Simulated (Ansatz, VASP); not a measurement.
# CuO in VASP and in Ansatz

```
CELL_PARAMETERS angstrom
2.32891 -1.70190 0.00000
2.32891 1.70190 0.00000
-0.85478 0.00000 5.02548
ATOMIC_POSITIONS crystal
Cu 0.49680 0.00320 0.50000
Cu 0.00320 0.49680 0.00000
O 0.40560 0.57140 0.75370
O 0.57140 0.40560 0.25370
```

Alike in both runs: task single point; functional r2SCAN; k mesh 10 × 10 × 5; occupations fermi-dirac, width 0.05 eV; no spin polarisation.

|  | VASP | Ansatz |
| --- | --- | --- |
| version | VASP 6.6.1 | Ansatz 0.2.0 |
| potentials or method | VASP PAW PBE potentials, release 64 (Cu_sv_GW, O) | Ansatz PAW |
| plane-wave cutoff (eV) | 770 | 500 |
| valence electrons in the cell | 50 | 50 |

```tsv
	VASP	Ansatz	Ansatz less VASP
gap on the k mesh at the Fermi level (eV)	none	none	-
pressure (GPa)	0.6	2.5	+1.91
traceless stress, the component that is largest in VASP (GPa)	-1.61	-1.72	-0.110
rms of the force components (eV/Å)	0.459	0.449	-0.0105
```

VASP's potentials were made for PBE, not for r2SCAN. Atom by atom the forces differ by 0.014 eV/Å (rms over components). A gap of «none» marks a metal or a gap that the smearing closes.
